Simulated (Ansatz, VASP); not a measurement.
# One calculation of Sr2Ru, two programs

```
Sr Ru
1.0
     3.85829    0.00000    0.00000
    -1.92914    3.34137    0.00000
     0.00000    0.00000    8.09782
Sr Ru
2 1
Direct
  0.33333 0.66667 0.24593
  0.66667 0.33333 0.75407
  0.00000 0.00000 0.00000
```

Alike in both runs: functional PBE; k mesh 6 × 6 × 2; occupations gaussian, width 0.1 eV; no spin polarisation.

Ansatz relaxed the structure, and its values are those at the end. VASP's run is a single point on that final structure, the one shown.

```csv
,VASP,Ansatz
version,VASP 6.6.1,Ansatz 0.2.0
potentials or method,"VASP PAW PBE potentials, release 64 (Sr_sv, Ru_pv), cutoff 520 eV","scalar-relativistic, plane waves, PAW"
valence electrons in the cell,34,36
```

|  | VASP | Ansatz | Ansatz less VASP |
| --- | --- | --- | --- |
| gap on the k mesh at the Fermi level (eV) | none | none | - |
| pressure (GPa) | 0.0 | -0.1 | -0.15 |
| rms of the force components (eV/Å) | 0.013 | 0.004 | -0.0082 |

A gap of «none» marks a metal or a gap that the smearing closes. The functional is the same, so the differences come from potentials, cutoffs and numerics. VASP's potentials hold 34 valence electrons a cell and Ansatz's 36, so a difference there can come from the potentials and not from the codes.

The k mesh is coarse, so the values compare programs but aren't converged.
